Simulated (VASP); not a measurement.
A run of VASP 6.6.1 is set up as follows.

File INCAR:

```
PREC = Accurate
ENCUT = 520
EDIFF = 1E-8
ISMEAR = -1
SIGMA = 0.15
LREAL = F
LASPH = T
NELM = 100
ALGO = Normal
ISIF = 2
LWAVE = F
LCHARG = T
GGA = PS
IBRION = 8
NSW = 1
```

Contents of KPOINTS:

```
regular mesh
0
Gamma
  16 16 16
```

Contents of POSCAR:

```
ZnO
1.0
    2.6115000000      0.0000000000      0.0000000000
    0.0000000000      2.6115000000      0.0000000000
    0.0000000000      0.0000000000      2.6115000000
Zn O
1 1
Direct
    0.0000000000      0.0000000000      0.0000000000
    0.5000000000      0.5000000000      0.5000000000
```

Potentials or basis: VASP PAW PBE potentials, release 64 (Zn, O).

Run with:

```bash
$ cat potpaw_PBE.64/Zn/POTCAR potpaw_PBE.64/O/POTCAR > POTCAR
$ mpirun -np 1 vasp_std > vasp.out
```

What does it give for the highest phonon frequency at Γ, LO-TO splitting left out?

86 cm⁻¹.

Phonon frequencies in cm⁻¹ (negative: imaginary):
```
              q point        frequencies
(0.000, 0.000, 0.000)  -3 -3 -3 86 86 86
```

Caveat: the cell wasn't relaxed at this level first, which shifts response properties.
